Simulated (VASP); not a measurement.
# Hf (Fm-3m) in VASP: a series of runs, part 2 of 2

VASP 6.6.1. Earlier steps stand in the parts before.

### 5 Single point, PBEsol

This run uses another cell than the first one, of 21.56 Å³/atom, 1.152 times its volume.

INCAR

```
ALGO = Normal
EDIFF = 1E-7
ENCUT = 520
GGA = PS
ISIF = 2
ISMEAR = -1
LASPH = T
LCHARG = F
LREAL = F
LWAVE = F
NBANDS = 11
NELM = 60
PREC = Accurate
SIGMA = 0.05
```

KPOINTS

```
k-points
0
Gamma
  10 10 10
```

POSCAR

```
Hf
1.0
    0.0000000000      2.2090009861      2.2090009861
    2.2090009861      0.0000000000      2.2090009861
    2.2090009861      2.2090009861      0.0000000000
Hf
1
Direct
    0.0000000000      0.0000000000      0.0000000000
```

Potentials or basis: VASP PAW PBE potentials, release 64 (Hf_pv).

Run with:

```sh
$ cat potpaw_PBE.64/Hf_pv/POTCAR > POTCAR
$ mpirun -np 1 vasp_std > vasp.out
```

OUTCAR:

```text
EDIFF = 1E-7
   ENCUT = 520
   GGA = PS
   ISIF = 2
   ISMEAR = -1
   LASPH = T
   LREAL = F
   NELM = 60
   PREC = Accurate

 ion  position               nearest neighbor table
   1  0.000  0.000  0.000-

  LATTYP: Found a face centered cubic cell.
 ALAT       =     4.4180019722

  Lattice vectors:

 A1 = (   0.0000000000,   2.2090009861,   2.2090009861)
 A2 = (   2.2090009861,   0.0000000000,   2.2090009861)
 A3 = (   2.2090009861,   2.2090009861,   0.0000000000)

Analysis of symmetry for initial positions (statically):
=====================================================================
 Subroutine PRICEL returns:
 Original cell was already a primitive cell.

 Routine SETGRP: Setting up the symmetry group for a
 face centered cubic supercell.

 Subroutine GETGRP returns: Found 48 space group operations
 (whereof 48 operations were pure point group operations)
 out of a pool of 48 trial point group operations.

The static configuration has the point symmetry O_h .

Analysis of symmetry for dynamics (positions and initial velocities):
=====================================================================
 Subroutine PRICEL returns:
 Original cell was already a primitive cell.

 Routine SETGRP: Setting up the symmetry group for a
 face centered cubic supercell.

 Subroutine GETGRP returns: Found 48 space group operations
 (whereof 48 operations were pure point group operations)
 out of a pool of 48 trial point group operations.

The dynamic configuration has the point symmetry O_h .

 Subroutine INISYM returns: Found 48 space group operations
 (whereof 48 operations are pure point group operations),
 and found     1 'primitive' translations

----------------------------------------------------------------------------------------

                                     Primitive cell

  volume of cell :      21.5585

  direct lattice vectors                    reciprocal lattice vectors
     0.000000000  2.209000986  2.209000986    -0.226346662  0.226346662  0.226346662
     2.209000986  0.000000000  2.209000986     0.226346662 -0.226346662  0.226346662
     2.209000986  2.209000986  0.000000000     0.226346662  0.226346662 -0.226346662

  length of vectors
     3.123999154  3.123999154  3.123999154     0.392043919  0.392043919  0.392043919

  position of ions in fractional coordinates (direct lattice)
     0.000000000  0.000000000  0.000000000

  ion indices of the primitive-cell ions
   primitive index   ion index
                 1           1

----------------------------------------------------------------------------------------

 KPOINTS: k-points

Automatic generation of k-mesh.
 Grid dimensions read from file:
 generate k-points for:   10   10   10

 Generating k-lattice:

  Cartesian coordinates                     Fractional coordinates (reciprocal lattice)
    -0.022634666  0.022634666  0.022634666     0.100000000  0.000000000  0.000000000
     0.022634666 -0.022634666  0.022634666     0.000000000  0.100000000  0.000000000
     0.022634666  0.022634666 -0.022634666     0.000000000  0.000000000  0.100000000

  Length of vectors
     0.039204392  0.039204392  0.039204392

  Shift w.r.t. Gamma in fractional coordinates (k-lattice)
     0.000000000  0.000000000  0.000000000

 Subroutine IBZKPT returns following result:
 ===========================================

 Found     47 irreducible k-points:

 Following reciprocal coordinates:
            Coordinates               Weight
  0.000000  0.000000  0.000000      1.000000
  0.100000  0.000000  0.000000      8.000000
  0.200000  0.000000  0.000000      8.000000
  0.300000  0.000000  0.000000      8.000000
  0.400000  0.000000  0.000000      8.000000
  0.500000  0.000000  0.000000      4.000000
[... 16 lines left out ...]
  0.300000  0.300000  0.000000      6.000000
  0.400000  0.300000  0.000000     24.000000
 [... further k-points ...]
   k-points           NKPTS =     47   k-points in BZ     NKDIM =     47   number of bands    NBANDS=     11
   number of dos      NEDOS =    301   number of ions     NIONS =      1
   total plane-waves  NPLWV =  13824
   dimension x,y,z NGX =    24 NGY =   24 NGZ =   24
   dimension x,y,z NGXF=    48 NGYF=   48 NGZF=   48
   ions per type =               1
   NGX,Y,Z   is equivalent  to a cutoff of  12.77, 12.77, 12.77 a.u.
   NGXF,Y,Z  is equivalent  to a cutoff of  25.54, 25.54, 25.54 a.u.
 SYSTEM =  unknown system
   PREC   = accura    normal or accurate (medium, high low for compatibility)
   ISTART =      0    job   : 0-new  1-cont  2-samecut
   ICHARG =      2    charge: 1-file 2-atom 10-const
   ISPIN  =      1    spin polarized calculation?
   LNONCOLLINEAR =      F non collinear calculations
   LSORBIT =      F    spin-orbit coupling
   LASPH  =      T    aspherical Exc in radial PAW
   ENCUT  =  520.0 eV  38.22 Ry    6.18 a.u.   5.81  5.81  5.81*2*pi/ulx,y,z
   NELM   =     60;   NELMIN=  2; NELMDL= -5     # of ELM steps
   EDIFF  = 0.1E-06   stopping-criterion for ELM
   LREAL  =      F    real-space projection
   EDIFFG = 0.1E-05   stopping-criterion for IOM
   NSW    =      0    number of steps for IOM
   IBRION =     -1    ionic relax: 0-MD 1-quasi-New 2-CG
   NFREE  =      0    steps in history (QN), initial steepest desc. (CG)
   ISIF   =      2    stress and relaxation
   ISYM   =      2    0-nonsym 1-usesym 2-fastsym
   POTIM  = 0.5000    time-step for ionic-motion
   TEBEG  =    0.0;   TEEND  =   0.0 temperature during run
   PSTRESS=    0.0 pullay stress
   NELECT =      10.0000    total number of electrons
   NUPDOWN=      -1.0000    fix difference up-down
   EMIN   =  10.00;   EMAX   =-10.00  energy-range for DOS
   EFERMI =   0.00;   METHOD = LEGACY
   ISMEAR =    -1;   SIGMA  =   0.05  broadening in eV -4-tet -1-fermi 0-gaus
   EFERMI_NEDOS =   21; number of points for ismear=-14 and -15
   IALGO  =     38    algorithm
   IMIX   =      4    mixing-type and parameters
     AMIX     =   0.40;   BMIX     =  1.00
     AMIX_MAG =   1.60;   BMIX_MAG =  1.00
  volume/ion in A,a.u.               =      21.56       145.48
  Fermi-wavevector in a.u.,A,eV,Ry     =   1.267269  2.394792 21.850569  1.605972
  Thomas-Fermi vector in A             =   2.400426
   LORBIT       =      0    0 simple, 1 ext, 2 COOP (PROOUT), +10 PAW based schemes
   GGA     = PS    functional components
   LHFCALC =     F    Hartree Fock is set to
   AEXX    =    0.0000 exact exchange contribution
   IVDW    =     0    specifies the selected vdW correction
   LEPSILON=     F    determine dielectric tensor
   LRPA    =     F    only Hartree local field effects (RPA)
 non-spin polarized calculation
  energy-cutoff  :      520.00
  volume of cell :       21.56
 maximum number of plane-waves:       589
   NGX = 11   NGY = 11   NGZ = 11

 number of electron      10.0000001 magnetization

 Free energy of the ion-electron system (eV)
  ---------------------------------------------------
  ext. energy  EPLUGINS =         0.00000000
  ---------------------------------------------------
  free energy    TOTEN  =       -10.44164307 eV

  energy without entropy =      -10.43092850  energy(sigma->0) =      -10.43628579

 E-fermi :   4.8506     XC(G=0): -11.5624

 val. band max:        4.8323121709   @ k =   0.3000   0.0000   0.0000
 cond. band min:       4.8552004344   @ k =  -0.2000   0.1000   0.0000
 fundamental gap:      0.0228882636
 Fermi energy:         4.8505950654

 k-point     1 :       0.0000    0.0000    0.0000
  band No.  band energies     occupation
      1     -24.9810      2.00000
      2     -24.9810      2.00000
      3     -24.9810      2.00000
      4      -2.5031      2.00000
      5       6.2488      0.00000
      6       6.2488      0.00000
      7       6.2488      0.00000
      8       9.1665      0.00000
      9       9.1665      0.00000
     10      16.3381      0.00000
     11      18.0227      0.00000

 k-point     2 :       0.1000    0.0000    0.0000
  band No.  band energies     occupation
      1     -25.0757      2.00000
      2     -24.9928      2.00000
      3     -24.9928      2.00000
      4      -2.1413      2.00000
      5       5.8979      0.00000
      6       6.4148      0.00000
      7       6.4148      0.00000
      8       8.9896      0.00000
      9       8.9896      0.00000
     10      17.1118      0.00000
     11      18.0203      0.00000
[... 295 lines left out ...]
 k-point    24 :       0.4000    0.3000    0.0000
  band No.  band energies     occupation
      1     -25.6907      2.00000
      2     -25.2672      2.00000
      3     -25.2370      2.00000
      4       1.4736      2.00000
      5       3.2466      2.00000
      6       5.7354      0.00000
      7       9.0646      0.00000
      8      10.1173      0.00000
      9      11.2523      0.00000
     10      16.9594      0.00000
     11      18.0372      0.00000

 [... further k-points ...]
[... 5 lines left out ...]
  --------------------------------------------------------------------------------------
  -------------------------------------------------------------------------------------
  Total       -0.0621552     -0.0621552     -0.0621552     -0.0000000      0.0000000      0.0000000
  in kB       -4.6192400     -4.6192400     -4.6192400     -0.0000000      0.0000000      0.0000000
  external PRESSURE =      -4.6192400 kB  Pullay stress =       0.0000000 kB

 VOLUME and BASIS-vectors are now :
 -----------------------------------------------------------------------------
  energy-cutoff  :      520.00
  volume of cell :       21.56
      direct lattice vectors                 reciprocal lattice vectors
     0.000000000  2.209000986  2.209000986    -0.226346662  0.226346662  0.226346662
     2.209000986  0.000000000  2.209000986     0.226346662 -0.226346662  0.226346662
     2.209000986  2.209000986  0.000000000     0.226346662  0.226346662 -0.226346662

 POSITION                                       TOTAL-FORCE (eV/Angst)
 -----------------------------------------------------------------------------------
      0.00000      0.00000      0.00000         0.000000      0.000000      0.000000
 -----------------------------------------------------------------------------------
    total drift:                               -0.000000      0.000000     -0.000000

  FREE ENERGIE OF THE ION-ELECTRON SYSTEM (eV)
  ---------------------------------------------------
  free  energy   TOTEN  =       -10.4416430720 eV

  energy  without entropy=      -10.4309284995  energy(sigma->0) =      -10.43628579
```

stdout:

```text
POSCAR found type information on POSCAR Hf
 POSCAR found :  1 types and       1 ions
 scaLAPACK will be used
 -----------------------------------------------------------------------------
|                                                                             |
|                                                                             |
|     You enforced a specific xc type in the INCAR file but a different       |
|     I HOPE YOU KNOW WHAT YOU ARE DOING!                                     |
|                                                                             |
 -----------------------------------------------------------------------------

 LDA part: xc-table for (Slater+PW92), standard interpolation
 POSCAR, INCAR and KPOINTS ok, starting setup
 FFT: planning ... GRIDC
 FFT: planning ... GRID_SOFT
 FFT: planning ... GRID
 WAVECAR not read
 entering main loop
```

It took 14 s on 1 thread of Intel Xeon 8259CL, shared host; peak memory 0.14 GiB.

Results:

```
Free energy            : -10.4416 eV
Pressure               : -0.5 GPa
Band gap on the k mesh : zero (band 5 reaches 6.25 eV, above the bottom of band 6 at 4.44 eV)
```

Caveat: the PAW data sets were made with another functional, which shifts forces and pressure a little; spin-orbit coupling is left out, which moves the levels of the heavy elements.

### 6 Single point, PBEsol

This run uses another cell than the first one, of 20.67 Å³/atom, 1.105 times its volume.

INCAR

```
SYSTEM = Hf
  PREC = Accurate
  ENCUT = 520
  EDIFF = 1E-6
  ISMEAR = -1
  SIGMA = 0.05
  LREAL = .False.
  LASPH = .True.
  NELM = 80
  ALGO = Normal
  ISIF = 2
  LWAVE = .False.
  LCHARG = .False.
  GGA = PS
  NBANDS = 11
```

KPOINTS

```
regular mesh
0
Gamma
  10 10 10
  0 0 0
```

POSCAR

```
Hf
1.0
    0.0000000000      2.1783789145      2.1783789145
    2.1783789145      0.0000000000      2.1783789145
    2.1783789145      2.1783789145      0.0000000000
Hf
1
Direct
    0.0000000000      0.0000000000      0.0000000000
```

Potentials or basis: VASP PAW PBE potentials, release 64 (Hf_pv).

Run with:

```sh
$ cat potpaw_PBE.64/Hf_pv/POTCAR > POTCAR
$ mpirun -np 1 vasp_std > vasp.out
```

It took 14 s on 1 thread of Intel Xeon 8259CL, shared host; peak memory 0.14 GiB.

The run converged. Its results:

| Item | Value |
| --- | --- |
| Free energy | -10.4306 eV |
| Pressure | 4.6 GPa |
| Band gap on the k mesh | zero (band 5 reaches 6.56 eV, above the bottom of band 6 at 4.74 eV) |

Levels at points of the mesh, in eV from the Fermi level:
```
           k point  band 3  band 4  band 5  band 6  band 7  band 8
(0.00, 0.00, 0.00)  -29.68   -7.49    1.41    1.41    1.41    4.49
(0.50, 0.00, 0.00)  -29.81   -3.88    0.89    1.15    1.15    6.87
(0.50, 0.50, 0.00)  -30.05   -3.61   -2.43    2.99    6.88    7.58
```

Caveat: the PAW data sets were made with another functional, which shifts forces and pressure a little; spin-orbit coupling is left out, which moves the levels of the heavy elements.

### 7 Summary

```csv
cell,gap on the mesh (eV),pressure (GPa)
"a = 2.980 Å, angles 60.0°, 1 atom",none,19.6
"a = 2.927 Å, angles 60.0°, 1 atom",none,29.6
"a = 3.044 Å, angles 60.0°, 1 atom",none,9.5
"a = 3.124 Å, angles 60.0°, 1 atom",none,-0.5
"a = 3.081 Å, angles 60.0°, 1 atom",none,4.6
```

Alike in all rows: task single point; level PBEsol; potentials or basis VASP PAW PBE potentials, release 64 (Hf_pv); no spin polarisation; k mesh 10 × 10 × 10; cutoff (eV) 520; smearing fermi-dirac 0.05 eV.

Caveats: the PAW data sets were made with another functional, which shifts forces and pressure a little; spin-orbit coupling is left out, which moves the levels of the heavy elements.

Total energies depend on the potentials used, so only differences within one code and one set of settings carry meaning.
